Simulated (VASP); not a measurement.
# LaNb2O2 (Pmmm) in VASP: further runs

LaNb2O2 is run at these levels: PBE; tasks: single point.

All numbers are computed with VASP 6.6.1; they aren't measurements. Logs are shortened: lines on timing, memory, paths and dates and some standing lists are left out, and cuts for length are marked.

## 1. The cell of the first run

Symmetry: Pmmm, No. 47, orthorhombic system. Conventional cell: a = 3.876 Å, b = 4.079 Å, c = 4.976 Å, α = 90.00°, β = 90.00°, γ = 90.00°. La (site symmetry mmm) has 4 Nb at 2.24 Å within 3.0 Å. Nb (site symmetry mm2) has 1 O at 1.37 Å within 1.8 Å. O (site symmetry mmm) has 2 Nb at 1.37 Å within 1.8 Å. Within 3.7 Å of O (site symmetry mmm) lie 4 O at 2.81 Å and 8 Nb at 3.13 Å and 4 La at 3.22 Å.

## 2. Single point, PBE

INCAR reads:

```
SYSTEM = LaNb2O2
ALGO = Normal
EDIFF = 1E-7
ENCUT = 520
GGA = PE
ISIF = 2
ISMEAR = 0
LASPH = .TRUE.
LCHARG = .FALSE.
LREAL = .FALSE.
LWAVE = .FALSE.
NBANDS = 32
NELM = 60
PREC = Accurate
SIGMA = 0.1
```

KPOINTS reads:

```
k-points
0
G
  4 4 4
  0 0 0
```

POSCAR reads:

```
LaNb2O2
1.0
    3.8759638400      0.0000000000      0.0000000000
    0.0000000000      4.0789026200      0.0000000000
    0.0000000000      0.0000000000      4.9759221000
La Nb O
1 2 2
Direct
    0.0000000000      0.5000000000      0.0000000000
    0.5000000000      0.5000000000      0.7747877600
    0.5000000000      0.5000000000      0.2252122400
    0.5000000000      0.5000000000      0.5000000000
    0.0000000000      0.0000000000      0.5000000000
```

Potentials or basis: VASP PAW PBE potentials, release 64 (La, Nb_sv, O).

Command:

```sh
> cat potpaw_PBE.64/La/POTCAR potpaw_PBE.64/Nb_sv/POTCAR potpaw_PBE.64/O/POTCAR > POTCAR
> mpirun -np 1 vasp_std > vasp.out
```

OUTCAR:

```text
SYSTEM = LaNb2O2
   EDIFF = 1E-7
   ENCUT = 520
   GGA = PE
   ISIF = 2
   ISMEAR = 0
   LASPH = .TRUE.
   LREAL = .FALSE.
   NELM = 60
   PREC = Accurate

 ion  position               nearest neighbor table
   1  0.000  0.500  0.000-   2 2.24   3 2.24   2 2.24   3 2.24
   2  0.500  0.500  0.775-   4 1.37   1 2.24   1 2.24   3 2.24   3 2.73
   3  0.500  0.500  0.225-   4 1.37   1 2.24   1 2.24   2 2.24   2 2.73
   4  0.500  0.500  0.500-   2 1.37   3 1.37
   5  0.000  0.000  0.500-

  LATTYP: Found a simple orthorhombic cell.
 ALAT       =     3.8759638400
 B/A-ratio  =     1.0523582748
 C/A-ratio  =     1.2837896083

  Lattice vectors:

 A1 = (   3.8759638400,   0.0000000000,   0.0000000000)
 A2 = (   0.0000000000,   4.0789026200,   0.0000000000)
 A3 = (   0.0000000000,   0.0000000000,   4.9759221000)

Analysis of symmetry for initial positions (statically):
=====================================================================
 Subroutine PRICEL returns:
 Original cell was already a primitive cell.

 Routine SETGRP: Setting up the symmetry group for a
 simple orthorhombic supercell.

 Subroutine GETGRP returns: Found  8 space group operations
 (whereof  8 operations were pure point group operations)
 out of a pool of  8 trial point group operations.

The static configuration has the point symmetry D_2h.

Analysis of symmetry for dynamics (positions and initial velocities):
=====================================================================
 Subroutine PRICEL returns:
 Original cell was already a primitive cell.

 Routine SETGRP: Setting up the symmetry group for a
 simple orthorhombic supercell.

 Subroutine GETGRP returns: Found  8 space group operations
 (whereof  8 operations were pure point group operations)
 out of a pool of  8 trial point group operations.

The dynamic configuration has the point symmetry D_2h.

 Subroutine INISYM returns: Found  8 space group operations
 (whereof  8 operations are pure point group operations),
 and found     1 'primitive' translations

----------------------------------------------------------------------------------------

                                     Primitive cell

  volume of cell :      78.6677

  direct lattice vectors                    reciprocal lattice vectors
     3.875963840  0.000000000  0.000000000     0.258000343  0.000000000  0.000000000
     0.000000000  4.078902620  0.000000000     0.000000000  0.245163980  0.000000000
     0.000000000  0.000000000  4.975922100     0.000000000  0.000000000  0.200967776

  length of vectors
     3.875963840  4.078902620  4.975922100     0.258000343  0.245163980  0.200967776

  position of ions in fractional coordinates (direct lattice)
     0.000000000  0.500000000  0.000000000
     0.500000000  0.500000000  0.774787760
     0.500000000  0.500000000  0.225212240
     0.500000000  0.500000000  0.500000000
     0.000000000  0.000000000  0.500000000

  ion indices of the primitive-cell ions
   primitive index   ion index
                 1           1
                 2           2
                 3           3
                 4           4
                 5           5

----------------------------------------------------------------------------------------

 KPOINTS: k-points

Automatic generation of k-mesh.
 Grid dimensions read from file:
 generate k-points for:    4    4    4

 Generating k-lattice:

  Cartesian coordinates                     Fractional coordinates (reciprocal lattice)
     0.064500086  0.000000000  0.000000000     0.250000000  0.000000000  0.000000000
     0.000000000  0.061290995  0.000000000     0.000000000  0.250000000  0.000000000
     0.000000000  0.000000000  0.050241944     0.000000000  0.000000000  0.250000000

  Length of vectors
     0.064500086  0.061290995  0.050241944

  Shift w.r.t. Gamma in fractional coordinates (k-lattice)
     0.000000000  0.000000000  0.000000000

 Subroutine IBZKPT returns following result:
 ===========================================

 Found     27 irreducible k-points:

 Following reciprocal coordinates:
            Coordinates               Weight
  0.000000  0.000000  0.000000      1.000000
  0.250000  0.000000  0.000000      2.000000
  0.500000  0.000000  0.000000      1.000000
  0.000000  0.250000  0.000000      2.000000
  0.250000  0.250000  0.000000      4.000000
  0.500000  0.250000  0.000000      2.000000
[... 16 lines left out ...]
  0.250000  0.250000  0.500000      4.000000
  0.500000  0.250000  0.500000      2.000000
 [... further k-points ...]
   k-points           NKPTS =     27   k-points in BZ     NKDIM =     27   number of bands    NBANDS=     32
   number of dos      NEDOS =    301   number of ions     NIONS =      5
   total plane-waves  NPLWV =  36000
   dimension x,y,z NGX =    30 NGY =   30 NGZ =   40
   dimension x,y,z NGXF=    60 NGYF=   60 NGZF=   80
   ions per type =               1   2   2
   NGX,Y,Z   is equivalent  to a cutoff of  12.87, 12.23, 13.36 a.u.
   NGXF,Y,Z  is equivalent  to a cutoff of  25.73, 24.45, 26.73 a.u.
 SYSTEM =  LaNb2O2
   PREC   = accura    normal or accurate (medium, high low for compatibility)
   ISTART =      0    job   : 0-new  1-cont  2-samecut
   ICHARG =      2    charge: 1-file 2-atom 10-const
   ISPIN  =      1    spin polarized calculation?
   LNONCOLLINEAR =      F non collinear calculations
   LSORBIT =      F    spin-orbit coupling
   LASPH  =      T    aspherical Exc in radial PAW
   ENCUT  =  520.0 eV  38.22 Ry    6.18 a.u.   7.21  7.58  9.25*2*pi/ulx,y,z
   NELM   =     60;   NELMIN=  2; NELMDL= -5     # of ELM steps
   EDIFF  = 0.1E-06   stopping-criterion for ELM
   LREAL  =      F    real-space projection
   EDIFFG = 0.1E-05   stopping-criterion for IOM
   NSW    =      0    number of steps for IOM
   IBRION =     -1    ionic relax: 0-MD 1-quasi-New 2-CG
   NFREE  =      0    steps in history (QN), initial steepest desc. (CG)
   ISIF   =      2    stress and relaxation
   ISYM   =      2    0-nonsym 1-usesym 2-fastsym
   POTIM  = 0.5000    time-step for ionic-motion
   TEBEG  =    0.0;   TEEND  =   0.0 temperature during run
   PSTRESS=    0.0 pullay stress
   NELECT =      49.0000    total number of electrons
   NUPDOWN=      -1.0000    fix difference up-down
   EMIN   =  10.00;   EMAX   =-10.00  energy-range for DOS
   EFERMI =   0.00;   METHOD = LEGACY
   ISMEAR =     0;   SIGMA  =   0.10  broadening in eV -4-tet -1-fermi 0-gaus
   EFERMI_NEDOS =   21; number of points for ismear=-14 and -15
   IALGO  =     38    algorithm
   IMIX   =      4    mixing-type and parameters
     AMIX     =   0.40;   BMIX     =  1.00
     AMIX_MAG =   1.60;   BMIX_MAG =  1.00
  volume/ion in A,a.u.               =      15.73       106.18
  Fermi-wavevector in a.u.,A,eV,Ry     =   1.398110  2.642045 26.595462  1.954711
  Thomas-Fermi vector in A             =   2.521300
   LORBIT       =      0    0 simple, 1 ext, 2 COOP (PROOUT), +10 PAW based schemes
   GGA     = PE    functional components
   LHFCALC =     F    Hartree Fock is set to
   AEXX    =    0.0000 exact exchange contribution
   IVDW    =     0    specifies the selected vdW correction
   LEPSILON=     F    determine dielectric tensor
   LRPA    =     F    only Hartree local field effects (RPA)
 non-spin polarized calculation
 Gauss-broadening in eV      SIGMA  =   0.10
  energy-cutoff  :      520.00
  volume of cell :       78.67
 maximum number of plane-waves:      2150
 NGX is ok and might be reduce to    30
   NGX = 15   NGY = 15   NGZ = 19

 number of electron      48.9999999 magnetization

 Free energy of the ion-electron system (eV)
  ---------------------------------------------------
  ext. energy  EPLUGINS =         0.00000000
  ---------------------------------------------------
  free energy    TOTEN  =        -7.87969141 eV

  energy without entropy =       -7.85636232  energy(sigma->0) =       -7.86802687

 E-fermi :   9.1313     XC(G=0): -11.0489

 val. band max:        9.0944217077   @ k =   0.0000   0.2500   0.0000
 cond. band min:       9.1409144981   @ k =   0.2500   0.2500   0.0000
 fundamental gap:      0.0464927904
 Fermi energy:         9.1312713065

 k-point     1 :       0.0000    0.0000    0.0000
  band No.  band energies     occupation
      1     -46.9046      2.00000
      2     -46.0915      2.00000
      3     -29.5793      2.00000
      4     -24.9211      2.00000
      5     -23.4438      2.00000
      6     -22.0277      2.00000
[... 24 lines left out ...]
     31      13.1293      0.00000
     32      13.2315      0.00000

 k-point     2 :       0.2500    0.0000    0.0000
  band No.  band energies     occupation
      1     -46.8999      2.00000
      2     -46.0857      2.00000
      3     -29.4948      2.00000
      4     -24.9039      2.00000
      5     -24.8707      2.00000
      6     -22.1952      2.00000
[... 24 lines left out ...]
     31      12.3199      0.00000
     32      13.5613      0.00000

 k-point     3 :       0.5000    0.0000    0.0000
  band No.  band energies     occupation
      1     -46.8953      2.00000
      2     -46.0799      2.00000
      3     -29.3947      2.00000
      4     -25.6551      2.00000
      5     -24.8851      2.00000
      6     -22.3580      2.00000
[... 24 lines left out ...]
     31      11.7948      0.00000
     32      13.6320      0.00000

 k-point     4 :       0.0000    0.2500    0.0000
  band No.  band energies     occupation
      1     -46.9042      2.00000
      2     -46.0914      2.00000
      3     -29.5780      2.00000
      4     -24.9212      2.00000
      5     -23.4426      2.00000
      6     -22.0271      2.00000
[... 24 lines left out ...]
     31      13.1187      0.00000
     32      13.4424      0.00000

 k-point     5 :       0.2500    0.2500    0.0000
  band No.  band energies     occupation
      1     -46.8995      2.00000
      2     -46.0854      2.00000
      3     -29.4937      2.00000
      4     -24.9036      2.00000
      5     -24.8659      2.00000
      6     -22.1943      2.00000
[... 584 lines left out ...]
     31      13.1583      0.00000
     32      13.4237      0.00000

 k-point    22 :       0.0000    0.2500    0.5000
  band No.  band energies     occupation
      1     -46.6568      2.00000
      2     -46.3774      2.00000
      3     -27.8071      2.00000
      4     -27.4101      2.00000
      5     -23.2029      2.00000
      6     -22.3471      2.00000
[... 24 lines left out ...]
     31      13.3806      0.00000
     32      13.6159      0.00000

 k-point    23 :       0.2500    0.2500    0.5000
  band No.  band energies     occupation
      1     -46.6519      2.00000
      2     -46.3717      2.00000
      3     -27.6767      2.00000
      4     -27.3962      2.00000
      5     -24.6749      2.00000
      6     -22.5083      2.00000
[... 24 lines left out ...]
     31      12.9012      0.00000
     32      13.6469      0.00000

 k-point    24 :       0.5000    0.2500    0.5000
  band No.  band energies     occupation
      1     -46.6470      2.00000
      2     -46.3660      2.00000
      3     -27.4836      2.00000
      4     -27.3819      2.00000
      5     -25.5536      2.00000
      6     -22.6639      2.00000
[... 24 lines left out ...]
     31      13.1148      0.00000
     32      13.5982      0.00000

 [... further k-points ...]
[... 5 lines left out ...]
  --------------------------------------------------------------------------------------
  -------------------------------------------------------------------------------------
  Total       56.4358130     -6.4646357    162.3921791      0.0000000      0.0000000      0.0000000
  in kB     1149.3935126   -131.6612615   3307.3416907      0.0000000      0.0000000      0.0000000
  external PRESSURE =    1441.6913139 kB  Pullay stress =       0.0000000 kB

 VOLUME and BASIS-vectors are now :
 -----------------------------------------------------------------------------
  energy-cutoff  :      520.00
  volume of cell :       78.67
      direct lattice vectors                 reciprocal lattice vectors
     3.875963840  0.000000000  0.000000000     0.258000343  0.000000000  0.000000000
     0.000000000  4.078902620  0.000000000     0.000000000  0.245163980  0.000000000
     0.000000000  0.000000000  4.975922100     0.000000000  0.000000000  0.200967776

 POSITION                                       TOTAL-FORCE (eV/Angst)
 -----------------------------------------------------------------------------------
      0.00000      2.03945      0.00000         0.000000      0.000000      0.000000
      1.93798      2.03945      3.85528         0.000000      0.000000     36.319924
      1.93798      2.03945      1.12064         0.000000      0.000000    -36.319924
      1.93798      2.03945      2.48796         0.000000      0.000000      0.000000
      0.00000      0.00000      2.48796         0.000000      0.000000      0.000000
 -----------------------------------------------------------------------------------
    total drift:                                0.000000      0.000000      0.000000

  FREE ENERGIE OF THE ION-ELECTRON SYSTEM (eV)
  ---------------------------------------------------
  free  energy   TOTEN  =        -7.8796914125 eV

  energy  without entropy=       -7.8563623209  energy(sigma->0) =       -7.86802687
```

Run time: 57 s. Hardware: 1 thread of Intel Xeon 6975P-C (Granite Rapids), shared host; peak memory 0.23 GiB.

What came out:

| Property | Result |
| --- | --- |
| Free energy | -7.8797 eV |
| Pressure | 144.2 GPa |
| Largest force | 36.320 eV/Å |

Forces in eV/Å, atoms in the order of the input:
```
La    0.000   0.000   0.000
Nb    0.000   0.000  36.320
Nb    0.000   0.000 -36.320
O     0.000   0.000   0.000
O     0.000   0.000   0.000
```

Levels at points of the mesh, in eV from the Fermi level:
```
           k point  band 21  band 22  band 23  band 24  band 25  band 26  band 27  band 28  band 29  band 30
(0.00, 0.00, 0.00)    -2.06    -1.81    -1.59     0.10     0.58     1.39     1.57     2.30     2.74     3.90
(0.50, 0.00, 0.00)    -1.39    -1.03    -1.02    -0.92    -0.36     0.41     0.79     0.91     1.34     2.60
(0.00, 0.50, 0.00)    -0.99    -0.57    -0.17     0.41     0.60     1.32     2.01     2.31     2.61     2.92
(0.50, 0.50, 0.00)    -1.33    -1.02    -0.38    -0.06     0.09     0.20     0.41     0.56     2.52     4.20
(0.00, 0.00, 0.50)    -1.94    -1.60    -1.29    -0.46    -0.28     0.71     1.98     2.75     3.70     4.09
(0.50, 0.00, 0.50)    -3.11    -1.95    -1.92    -1.84     0.42     0.72     1.96     2.17     2.91     3.47
(0.00, 0.50, 0.50)    -2.33    -1.86    -0.23     0.42     0.81     1.64     1.88     3.33     3.54     3.71
(0.50, 0.50, 0.50)    -2.16    -2.04    -1.98    -1.61     0.51     0.82     2.29     3.06     3.17     3.92
```

Caveat: the k points lie up to 0.41 Å⁻¹ apart; spin-orbit coupling is left out, which moves the levels of the heavy elements; an odd number of electrons without spin polarisation forces a metal; a magnetic or distorted state may lie lower.

[end of part 1 of 2]
